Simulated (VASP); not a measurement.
A run of VASP 6.6.1:

INCAR

```
ALGO = Normal ; EDIFF = 1E-6
ENCUT = 520 ; GGA = PE
ISIF = 2 ; ISMEAR = 0
LASPH = T ; LCHARG = F
LREAL = F ; LWAVE = F
NBANDS = 15 ; NELM = 80
PREC = Accurate ; SIGMA = 0.1
```

The input KPOINTS:

```
k-points
0
Gamma
  6 6 6
```

File POSCAR:

```
Al2BN
1.0
    2.5436750000      1.4685914400      2.4031819200
   -2.5436750000      1.4685914400      2.4031819200
    0.0000000000     -2.9371828900      2.4031819200
Al B N
2 1 1
Direct
    0.3097655200      0.3097655200      0.3097655200
    0.6902344800      0.6902344800      0.6902344800
    0.0000000000      0.0000000000      0.0000000000
    0.5000000000      0.5000000000      0.5000000000
```

Potentials or basis: VASP PAW PBE potentials, release 64 (Al, B, N).

Command:

```bash
$ cat potpaw_PBE.64/Al/POTCAR potpaw_PBE.64/B/POTCAR potpaw_PBE.64/N/POTCAR > POTCAR
$ mpirun -np 1 vasp_std > vasp.out
```

Hardware: 1 thread of Intel Xeon 8259CL, with other jobs on the host.

Question: How long does it take, and how much memory?

Answer: It took 31 s on 1 thread of Intel Xeon 8259CL, on a shared host, peak memory 0.16 GiB. Counts: scf iterations 13, k points 32.
